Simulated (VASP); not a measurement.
# TmSb2Cl2 (P-3m1) in VASP: a series of runs

Runs on TmSb2Cl2. Level: PBE. Tasks: single point, relaxation of cell and atoms.

All numbers are computed with VASP 6.6.1; they aren't measurements. Logs are shortened: lines on timing, memory, paths and dates and some standing lists are left out, and cuts for length are marked.

## (1) The cell of the first run

Symmetry: P-3m1, No. 164, trigonal system. The conventional cell has a = 4.247 Å, b = 4.247 Å, c = 10.204 Å, α = 90.00°, β = 90.00°, γ = 120.00°. Tm (site symmetry -3m) has 6 Sb at 3.00 Å within 4.0 Å. Within 4.0 Å of Sb (site symmetry 3m) lie 3 Tm at 3.00 Å and 3 Cl at 3.07 Å. Within 4.0 Å of Cl (site symmetry 3m) lie 3 Sb at 3.07 Å and 3 Cl at 3.92 Å.

The cell was generated, and may not be a known phase.

## (2) Single point, PBE

INCAR

```
PREC = Accurate ; ENCUT = 500
EDIFF = 1E-6 ; ISMEAR = 0
SIGMA = 0.1 ; LREAL = False
LASPH = True ; NELM = 200
ALGO = Normal ; ISIF = 2
LWAVE = False ; LCHARG = False
GGA = PE ; NBANDS = 24
GGA_COMPAT = False ; LMAXMIX = 6
```

KPOINTS

```
Automatic mesh
0
Gamma
  6 6 2
```

POSCAR

```
TmSb2Cl2
1.0
    4.2465728604      0.0000000030      0.0000000000
   -2.1232864328      3.6776399746      0.0000000000
    0.0000000000      0.0000000000     10.2039721973
Tm Sb Cl
1 2 2
Direct
    0.0000000000      0.0000000000      0.5000000000
    0.6666666667      0.3333333333      0.6698305926
    0.3333333333      0.6666666667      0.3301694074
    0.6666666667      0.3333333333      0.1498310479
    0.3333333333      0.6666666667      0.8501689521
```

Potentials or basis: VASP PAW PBE potentials, release 64 (Tm_3, Sb, Cl), 4f in core.

Command:

```
$ cat potpaw_PBE.64/Tm_3/POTCAR potpaw_PBE.64/Sb/POTCAR potpaw_PBE.64/Cl/POTCAR > POTCAR
$ mpirun -np 1 vasp_std > vasp.out
```

OUTCAR:

```text
PREC = Accurate
   ENCUT = 500
   EDIFF = 1E-6
   ISMEAR = 0
   LREAL = False
   LASPH = True
   NELM = 200
   ISIF = 2
   GGA = PE

 ion  position               nearest neighbor table
   1  0.000  0.000  0.500-   2 3.00   3 3.00   3 3.00   2 3.00   2 3.00   3 3.00
   2  0.667  0.333  0.670-   1 3.00   1 3.00   1 3.00   5 3.07   5 3.07   5 3.07
   3  0.333  0.667  0.330-   1 3.00   1 3.00   1 3.00   4 3.07   4 3.07   4 3.07
   4  0.667  0.333  0.150-   3 3.07   3 3.07   3 3.07
   5  0.333  0.667  0.850-   2 3.07   2 3.07   2 3.07

  LATTYP: Found a hexagonal cell.
 ALAT       =     4.2465728604
 C/A-ratio  =     2.4028722767

  Lattice vectors:

 A1 = (   4.2465728604,   0.0000000030,   0.0000000000)
 A2 = (  -2.1232864328,   3.6776399746,   0.0000000000)
 A3 = (   0.0000000000,   0.0000000000,  10.2039721973)

Analysis of symmetry for initial positions (statically):
=====================================================================
 Subroutine PRICEL returns:
 Original cell was already a primitive cell.

 Routine SETGRP: Setting up the symmetry group for a
 hexagonal supercell.

 Subroutine GETGRP returns: Found 12 space group operations
 (whereof 12 operations were pure point group operations)
 out of a pool of 24 trial point group operations.

The static configuration has the point symmetry D_3d.

Analysis of symmetry for dynamics (positions and initial velocities):
=====================================================================
 Subroutine PRICEL returns:
 Original cell was already a primitive cell.

 Routine SETGRP: Setting up the symmetry group for a
 hexagonal supercell.

 Subroutine GETGRP returns: Found 12 space group operations
 (whereof 12 operations were pure point group operations)
 out of a pool of 24 trial point group operations.

The dynamic configuration has the point symmetry D_3d.

 Subroutine INISYM returns: Found 12 space group operations
 (whereof 12 operations are pure point group operations),
 and found     1 'primitive' translations

----------------------------------------------------------------------------------------

                                     Primitive cell

  volume of cell :     159.3592

  direct lattice vectors                    reciprocal lattice vectors
     4.246572860  0.000000003  0.000000000     0.235484009  0.135956756  0.000000000
    -2.123286433  3.677639975  0.000000000    -0.000000000  0.271913512  0.000000000
     0.000000000  0.000000000 10.203972197     0.000000000  0.000000000  0.098001051

  length of vectors
     4.246572860  4.246572860 10.203972197     0.271913512  0.271913512  0.098001051

  position of ions in fractional coordinates (direct lattice)
     0.000000000  0.000000000  0.500000000
     0.666666667  0.333333333  0.669830593
     0.333333333  0.666666667  0.330169407
     0.666666667  0.333333333  0.149831048
     0.333333333  0.666666667  0.850168952

  ion indices of the primitive-cell ions
   primitive index   ion index
                 1           1
                 2           2
                 3           3
                 4           4
                 5           5

----------------------------------------------------------------------------------------

 KPOINTS: Automatic mesh

Automatic generation of k-mesh.
 Grid dimensions read from file:
 generate k-points for:    6    6    2

 Generating k-lattice:

  Cartesian coordinates                     Fractional coordinates (reciprocal lattice)
     0.039247335  0.022659459  0.000000000     0.166666667 -0.000000000  0.000000000
    -0.000000000  0.045318919  0.000000000     0.000000000  0.166666667  0.000000000
     0.000000000  0.000000000  0.049000526     0.000000000  0.000000000  0.500000000

  Length of vectors
     0.045318919  0.045318919  0.049000526

  Shift w.r.t. Gamma in fractional coordinates (k-lattice)
     0.000000000  0.000000000  0.000000000

 Subroutine IBZKPT returns following result:
 ===========================================

 Found     14 irreducible k-points:

 Following reciprocal coordinates:
            Coordinates               Weight
  0.000000  0.000000  0.000000      1.000000
  0.166667 -0.000000  0.000000      6.000000
  0.333333  0.000000  0.000000      6.000000
  0.500000  0.000000  0.000000      3.000000
  0.166667  0.166667  0.000000      6.000000
  0.333333  0.166667  0.000000     12.000000
  0.333333  0.333333  0.000000      2.000000
  0.000000  0.000000  0.500000      1.000000
  0.166667 -0.000000  0.500000      6.000000
  0.333333  0.000000  0.500000      6.000000
  0.500000  0.000000  0.500000      3.000000
  0.166667  0.166667  0.500000      6.000000
  0.333333  0.166667  0.500000     12.000000
  0.333333  0.333333  0.500000      2.000000
   k-points           NKPTS =     14   k-points in BZ     NKDIM =     14   number of bands    NBANDS=     24
   number of dos      NEDOS =    301   number of ions     NIONS =      5
   total plane-waves  NPLWV =  81920
   dimension x,y,z NGX =    32 NGY =   32 NGZ =   80
   dimension x,y,z NGXF=    64 NGYF=   64 NGZF=  160
   ions per type =               1   2   2
   NGX,Y,Z   is equivalent  to a cutoff of  12.53, 12.53, 13.03 a.u.
   NGXF,Y,Z  is equivalent  to a cutoff of  25.05, 25.05, 26.07 a.u.
 SYSTEM =  unknown system
   PREC   = accura    normal or accurate (medium, high low for compatibility)
   ISTART =      0    job   : 0-new  1-cont  2-samecut
   ICHARG =      2    charge: 1-file 2-atom 10-const
   ISPIN  =      1    spin polarized calculation?
   LNONCOLLINEAR =      F non collinear calculations
   LSORBIT =      F    spin-orbit coupling
   LASPH  =      T    aspherical Exc in radial PAW
   ENCUT  =  500.0 eV  36.75 Ry    6.06 a.u.   7.74  7.74 18.60*2*pi/ulx,y,z
   NELM   =    200;   NELMIN=  2; NELMDL= -5     # of ELM steps
   EDIFF  = 0.1E-05   stopping-criterion for ELM
   LREAL  =      F    real-space projection
   EDIFFG = 0.1E-04   stopping-criterion for IOM
   NSW    =      0    number of steps for IOM
   IBRION =     -1    ionic relax: 0-MD 1-quasi-New 2-CG
   NFREE  =      0    steps in history (QN), initial steepest desc. (CG)
   ISIF   =      2    stress and relaxation
   ISYM   =      2    0-nonsym 1-usesym 2-fastsym
   POTIM  = 0.5000    time-step for ionic-motion
   TEBEG  =    0.0;   TEEND  =   0.0 temperature during run
   PSTRESS=    0.0 pullay stress
   NELECT =      33.0000    total number of electrons
   NUPDOWN=      -1.0000    fix difference up-down
   EMIN   =  10.00;   EMAX   =-10.00  energy-range for DOS
   EFERMI =   0.00;   METHOD = LEGACY
   ISMEAR =     0;   SIGMA  =   0.10  broadening in eV -4-tet -1-fermi 0-gaus
   EFERMI_NEDOS =   21; number of points for ismear=-14 and -15
   IALGO  =     38    algorithm
   IMIX   =      4    mixing-type and parameters
     AMIX     =   0.40;   BMIX     =  1.00
     AMIX_MAG =   1.60;   BMIX_MAG =  1.00
  volume/ion in A,a.u.               =      31.87       215.08
  Fermi-wavevector in a.u.,A,eV,Ry     =   0.968546  1.830287 12.763384  0.938082
  Thomas-Fermi vector in A             =   2.098525
   LORBIT       =      0    0 simple, 1 ext, 2 COOP (PROOUT), +10 PAW based schemes
   GGA     = PE    functional components
   LHFCALC =     F    Hartree Fock is set to
   AEXX    =    0.0000 exact exchange contribution
   IVDW    =     0    specifies the selected vdW correction
   LEPSILON=     F    determine dielectric tensor
   LRPA    =     F    only Hartree local field effects (RPA)
 non-spin polarized calculation
 Gauss-broadening in eV      SIGMA  =   0.10
  energy-cutoff  :      500.00
  volume of cell :      159.36
 maximum number of plane-waves:      4070
 NGX is ok and might be reduce to    32
   NGX = 15   NGY = 15   NGZ = 37

 number of electron      33.0000002 magnetization

 Free energy of the ion-electron system (eV)
  ---------------------------------------------------
  ext. energy  EPLUGINS =         0.00000000
  ---------------------------------------------------
  free energy    TOTEN  =       -16.71188580 eV

  energy without entropy =      -16.68018098  energy(sigma->0) =      -16.69603339

 E-fermi :   2.5067     XC(G=0):  -8.4924

 val. band max:        2.4936922596   @ k =   0.3333   0.1667   0.0000
 cond. band min:       2.5177200037   @ k =   0.3333   0.0000   0.5000
 fundamental gap:      0.0240277441
 Fermi energy:         2.5066767047

 k-point     1 :       0.0000    0.0000    0.0000
  band No.  band energies     occupation
      1     -22.6058      2.00000
      2     -22.5151      2.00000
      3     -22.5151      2.00000
      4     -11.8453      2.00000
      5     -11.7221      2.00000
      6      -7.1179      2.00000
[... 16 lines left out ...]
     23       7.4292      0.00000
     24       8.0775      0.00000

 k-point     2 :       0.1667   -0.0000    0.0000
  band No.  band energies     occupation
      1     -22.6010      2.00000
      2     -22.5351      2.00000
      3     -22.5195      2.00000
      4     -11.7909      2.00000
      5     -11.6822      2.00000
      6      -6.9103      2.00000
[... 16 lines left out ...]
     23       7.6459      0.00000
     24       8.0089      0.00000

 k-point     3 :       0.3333    0.0000    0.0000
  band No.  band energies     occupation
      1     -22.5921      2.00000
      2     -22.5742      2.00000
      3     -22.5282      2.00000
      4     -11.6748      2.00000
      5     -11.6041      2.00000
      6      -6.4453      2.00000
[... 16 lines left out ...]
     23       8.1688      0.00000
     24       8.3419      0.00000

 k-point     4 :       0.5000    0.0000    0.0000
  band No.  band energies     occupation
      1     -22.5961      2.00000
      2     -22.5851      2.00000
      3     -22.5325      2.00000
      4     -11.6086      2.00000
      5     -11.5701      2.00000
      6      -6.2242      2.00000
[... 16 lines left out ...]
     23       8.1559      0.00000
     24       8.6813      0.00000

 k-point     5 :       0.1667    0.1667    0.0000
  band No.  band energies     occupation
      1     -22.5940      2.00000
      2     -22.5610      2.00000
      3     -22.5298      2.00000
      4     -11.7053      2.00000
      5     -11.6232      2.00000
      6      -6.5652      2.00000
[... 16 lines left out ...]
     23       7.6237      0.00000
     24       8.4034      0.00000

 k-point     6 :       0.3333    0.1667    0.0000
  band No.  band energies     occupation
      1     -22.5882      2.00000
      2     -22.5827      2.00000
      3     -22.5430      2.00000
      4     -11.6100      2.00000
      5     -11.5697      2.00000
      6      -6.1863      2.00000
[... 16 lines left out ...]
     23       8.2212      0.00000
     24       9.0021      0.00000

 k-point     7 :       0.3333    0.3333    0.0000
  band No.  band energies     occupation
      1     -22.5845      2.00000
      2     -22.5696      2.00000
      3     -22.5696      2.00000
      4     -11.5650      2.00000
      5     -11.5650      2.00000
      6      -6.0387      2.00000
[... 16 lines left out ...]
     23       8.7018      0.00000
     24       8.7018      0.00000

 k-point     8 :       0.0000    0.0000    0.5000
  band No.  band energies     occupation
      1     -22.6058      2.00000
      2     -22.5151      2.00000
      3     -22.5151      2.00000
      4     -11.8354      2.00000
      5     -11.7331      2.00000
      6      -7.1041      2.00000
[... 16 lines left out ...]
     23       7.4477      0.00000
     24       8.0404      0.00000

 k-point     9 :       0.1667   -0.0000    0.5000
  band No.  band energies     occupation
      1     -22.6010      2.00000
      2     -22.5351      2.00000
      3     -22.5194      2.00000
      4     -11.7839      2.00000
      5     -11.6899      2.00000
      6      -6.9029      2.00000
[... 16 lines left out ...]
     23       7.5275      0.00000
     24       8.0123      0.00000

 k-point    10 :       0.3333    0.0000    0.5000
  band No.  band energies     occupation
      1     -22.5921      2.00000
      2     -22.5742      2.00000
      3     -22.5282      2.00000
      4     -11.6728      2.00000
      5     -11.6062      2.00000
      6      -6.4495      2.00000
[... 16 lines left out ...]
     23       8.2137      0.00000
     24       8.3327      0.00000

 k-point    11 :       0.5000    0.0000    0.5000
  band No.  band energies     occupation
      1     -22.5961      2.00000
      2     -22.5851      2.00000
      3     -22.5325      2.00000
      4     -11.6091      2.00000
      5     -11.5696      2.00000
      6      -6.2170      2.00000
[... 16 lines left out ...]
     23       8.0472      0.00000
     24       8.6373      0.00000

 k-point    12 :       0.1667    0.1667    0.5000
  band No.  band energies     occupation
      1     -22.5940      2.00000
      2     -22.5611      2.00000
      3     -22.5298      2.00000
      4     -11.7020      2.00000
      5     -11.6266      2.00000
      6      -6.5676      2.00000
[... 16 lines left out ...]
     23       7.8813      0.00000
     24       8.3480      0.00000

 k-point    13 :       0.3333    0.1667    0.5000
  band No.  band energies     occupation
      1     -22.5882      2.00000
      2     -22.5827      2.00000
      3     -22.5430      2.00000
      4     -11.6097      2.00000
      5     -11.5700      2.00000
      6      -6.1883      2.00000
[... 16 lines left out ...]
     23       8.2733      0.00000
     24       8.9568      0.00000

 k-point    14 :       0.3333    0.3333    0.5000
  band No.  band energies     occupation
      1     -22.5845      2.00000
      2     -22.5696      2.00000
      3     -22.5696      2.00000
      4     -11.5650      2.00000
      5     -11.5650      2.00000
      6      -6.0389      2.00000
[... 16 lines left out ...]
     23       8.7103      0.00000
     24       8.7103      0.00000

------------------------ aborting loop because EDIFF is reached ----------------------------------------

  FORCE on cell =-STRESS in cart. coord.  units (eV):
  Direction    XX          YY          ZZ          XY          YZ          ZX
  --------------------------------------------------------------------------------------
  -------------------------------------------------------------------------------------
  Total        0.4744782      0.4744782      0.3017284     -0.0000000      0.0000000     -0.0000000
  in kB        4.7703453      4.7703453      3.0335399     -0.0000000      0.0000000     -0.0000000
  external PRESSURE =       4.1914102 kB  Pullay stress =       0.0000000 kB

 VOLUME and BASIS-vectors are now :
 -----------------------------------------------------------------------------
  energy-cutoff  :      500.00
  volume of cell :      159.36
      direct lattice vectors                 reciprocal lattice vectors
     4.246572860  0.000000003  0.000000000     0.235484009  0.135956756  0.000000000
    -2.123286433  3.677639975  0.000000000    -0.000000000  0.271913512  0.000000000
     0.000000000  0.000000000 10.203972197     0.000000000  0.000000000  0.098001051

 POSITION                                       TOTAL-FORCE (eV/Angst)
 -----------------------------------------------------------------------------------
      0.00000      0.00000      5.10199         0.000000      0.000000      0.000000
      2.12329      1.22588      6.83493        -0.000000      0.000000      0.045924
     -0.00000      2.45176      3.36904         0.000000     -0.000000     -0.045924
      2.12329      1.22588      1.52887        -0.000000      0.000000     -0.021441
     -0.00000      2.45176      8.67510        -0.000000     -0.000000      0.021441
 -----------------------------------------------------------------------------------
    total drift:                                0.000000      0.000000      0.000000

  FREE ENERGIE OF THE ION-ELECTRON SYSTEM (eV)
  ---------------------------------------------------
  free  energy   TOTEN  =       -16.7118857987 eV

  energy  without entropy=      -16.6801809760  energy(sigma->0) =      -16.69603339
```

Wall time 29 s (1 thread of Intel Xeon 6975P-C (Granite Rapids), shared host); peak memory 0.29 GiB.

What came out:

| Quantity | Value |
| --- | --- |
| Free energy | -16.7119 eV |
| Pressure | 0.4 GPa |
| Largest force | 0.046 eV/Å |
| Band gap on the k mesh | zero (an odd number of electrons rules out a gap without spin polarisation) |

Forces in eV/Å, atoms in the order of the input:
```
Tm   0.000  0.000  0.000
Sb   0.000  0.000  0.046
Sb   0.000  0.000 -0.046
Cl   0.000  0.000 -0.021
Cl   0.000  0.000  0.021
```

Caveat: spin-orbit coupling is left out, which moves the levels of the heavy elements; this functional lacks dispersion, which binds layers or chains, so the pressure and a relaxed spacing across them are unreliable; the 4f electrons are frozen in the core, so they carry no moment and show no levels; an odd number of electrons without spin polarisation forces a metal; a magnetic or distorted state may lie lower; the run has no spin polarisation, though such a crystal can be magnetic.

(Continued in part 2 of 3.)

The gap in the log of VASP goes by the Fermi energy; the results here count the filled bands.